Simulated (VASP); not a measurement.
Ti2C:

```xyz
3
Lattice="1.5418 0.8901 4.8273 -1.5418 0.8901 4.8273 0.0000 -1.7803 4.8273" Properties=species:S:1:pos:R:3 pbc="T T T"
Ti    0.0000    0.0000    3.5526
Ti    0.0000    0.0000   10.9294
C     0.0000    0.0000    7.2410
```

Base run:

```yaml
Program: VASP 6.6.1
Functional: LDA
Potentials_or_basis: VASP PAW LDA potentials, release 64 (Ti_sv, C)
Cutoff: 520 eV
k_mesh: 18 × 18 × 18
Occupations: gaussian, width 0.1 eV
Spin: no spin polarisation
```

Its results: band gap on the k mesh zero (bands 14 and 15 overlap by 0.94 eV); pressure -9.3 GPa.

Q: The run is repeated on the same cell with these changes: functional from LDA to r2SCAN; potentials or basis from VASP PAW LDA potentials, release 64 (Ti_sv, C) to VASP PAW PBE potentials, release 64 (Ti_sv, C). What comes out?

A: Band gap on the k mesh zero (bands 14 and 15 overlap by 1.08 eV); pressure -0.3 GPa.

Caveats: the cell stands under tension (at least some runs); the PAW data sets were made with another functional, which shifts forces and pressure a little (at least some runs).
